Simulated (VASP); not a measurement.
Set up this calculation in VASP 6.6.1, as the native input.

| Property | Result |
| --- | --- |
| Task | single point |
| Functional | PBE |
| Potentials or basis | VASP PAW PBE potentials, release 64 (Cu) |
| Cutoff | 520 eV |
| k mesh | 22 × 22 × 22 |
| Occupations | gaussian, width 0.15 eV |
| Spin | no spin polarisation |
| Dipole correction | no |
| Further INCAR settings | ALGO = Normal; EDIFF = 1e-06; NBANDS = 12 |

The structure of Cu lies in POSCAR:

```
Cu
1.0
    0.0000000000      1.6629000000      1.8075000000
    1.6629000000      0.0000000000      1.8075000000
    1.6629000000      1.6629000000      0.0000000000
Cu
1
Direct
    0.0000000000      0.0000000000      0.0000000000
```

This cell differs from its parent crystal: strain -0.080 along x and y, +0.000 along z.

The input as run:

INCAR

```
  PREC = Accurate
  ENCUT = 520
  EDIFF = 1E-6
  ISMEAR = 0
  SIGMA = 0.15
  LREAL = False
  LASPH = True
  NELM = 80
  ALGO = Normal
  ISIF = 2
  LWAVE = False
  LCHARG = False
  GGA = PE
  NBANDS = 12
```

KPOINTS

```
Automatic mesh
0
Gamma
  22 22 22
```

Potentials or basis: VASP PAW PBE potentials, release 64 (Cu).

Launch:

```sh
$ cat potpaw_PBE.64/Cu/POTCAR > POTCAR
$ mpirun -np 1 vasp_std > vasp.out
```

It gave:

```
Pressure : 40.5 GPa
```

Caveat: the cell differs from its parent crystal (strain -0.080 along x and y, +0.000 along z).

It took 32 s on 1 thread of Intel(R) Xeon(R) 6975P-C (Granite Rapids), with other jobs on the host, peak memory 0.2 GiB.
